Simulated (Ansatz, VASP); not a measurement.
# Two plane-wave programs on Ca2SnN

```xyz
4
Lattice="4.0273 0.0000 0.0000 0.0000 4.0273 0.0000 0.0000 0.0000 6.5901" Properties=species:S:1:pos:R:3 pbc="T T T"
Ca    0.0000    0.0000    3.2950
Ca    0.0000    0.0000    0.0000
Sn    2.0136    2.0136    3.2950
N     2.0136    2.0136    0.0000
```

Alike in both runs: functional PBE; k mesh 12 × 12 × 8; occupations gaussian, width 0.1 eV; no spin polarisation.

Ansatz relaxed the structure, and its values are those at the end. VASP's run is a single point on that final structure, the one shown.

|  | VASP | Ansatz |
| --- | --- | --- |
| version | VASP 6.6.1 | Ansatz 0.2.0 |
| potentials or method | VASP PAW PBE potentials, release 64 (Ca_sv, Sn_d, N), cutoff 520 eV | scalar-relativistic, plane waves, PAW |
| valence electrons in the cell | 39 | 39 |

```csv
,VASP,Ansatz,Ansatz less VASP
gap on the k mesh at the Fermi level (eV),none,none,-
pressure (GPa),0.1,0.0,-0.05
```

A gap of «none» marks a metal or a gap that the smearing closes.
